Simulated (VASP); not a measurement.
A run of VASP 6.6.1 is set up as follows.

Contents of INCAR:

```
SYSTEM = WC
PREC = Accurate
ENCUT = 600
EDIFF = 1E-6
ISMEAR = -1
SIGMA = 0.05
LREAL = .False.
LASPH = .True.
NELM = 100
ALGO = Normal
ISIF = 3
LWAVE = .False.
LCHARG = .False.
GGA = PE
IBRION = 2
NSW = 100
EDIFFG = -0.005
```

Contents of KPOINTS:

```
Automatic mesh
0
Gamma
  12 12 7
  0 0 0
```

POSCAR

```
WC
1.0
    3.4846027458      0.0000000000      0.0000000000
   -1.7423013729      3.0177545000      0.0000000000
    0.0000000000      0.0000000000      5.6799024757
W C
2 2
Direct
    0.3333333333      0.6666666667      0.0000000000
    0.6666666667      0.3333333333      0.5000000000
    0.3333333333      0.6666666667      0.3760000000
    0.6666666667      0.3333333333      0.8760000000
```

Potentials or basis: VASP PAW PBE potentials, release 64 (W_sv, C).

Command:

```sh
$ cat potpaw_PBE.64/W_sv/POTCAR potpaw_PBE.64/C/POTCAR > POTCAR
$ mpirun -np 1 vasp_std > vasp.out
```

(1) Predict the relaxed cell.

(2) Predict the band gap on the k mesh.

(3) Estimate the space group after relaxing (to 0.05 Å).

Answers

(1) a = 3.127 Å, b = 3.127 Å, c = 6.000 Å, α = 90.00°, β = 90.00°, γ = 120.00°.

(2) zero (band 18 reaches 9.05 eV, above the bottom of band 19 at 8.52 eV).

(3) P6_3mc (No. 186).

Caveat: spin-orbit coupling is left out, which moves the levels of the heavy elements.
